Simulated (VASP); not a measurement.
A run of VASP 6.6.1 is set up as follows.

File INCAR:

```
PREC = Accurate ; ENCUT = 520
EDIFF = 1E-6 ; ISMEAR = -1
SIGMA = 0.1 ; LREAL = F
LASPH = T ; NELM = 100
ALGO = Normal ; ISIF = 2
LWAVE = F ; LCHARG = F
GGA = CA ; NBANDS = 22
```

File KPOINTS:

```
regular mesh
0
Gamma
  8 8 5
```

The input POSCAR:

```
HfC
1.0
    3.2746250969      0.0000000000      0.0000000000
   -1.6373125484      2.8359086418      0.0000000000
    0.0000000000      0.0000000000      5.0965063620
Hf C
2 2
Direct
    0.6666666667      0.3333333333      0.7500000000
    0.3333333333      0.6666666667      0.2500000000
    0.0000000000      0.0000000000      0.0000000000
    0.0000000000      0.0000000000      0.5000000000
```

Potentials or basis: VASP PAW LDA potentials, release 64 (Hf_pv, C).

Launch:

```bash
$ cat potpaw_LDA.64/Hf_pv/POTCAR potpaw_LDA.64/C/POTCAR > POTCAR
$ mpirun -np 1 vasp_std > vasp.out
```

Q: Predict the band gap on the k mesh.

A: Zero (band 14 reaches 7.80 eV, above the bottom of band 15 at 6.58 eV).

Q: Estimate the pressure.

A: 2.7 GPa.

Stress tensor (GPa, compression positive):
```
1.82 0.00 0.00
0.00 1.82 0.00
0.00 0.00 4.51
```

Caveat: spin-orbit coupling is left out, which moves the levels of the heavy elements.
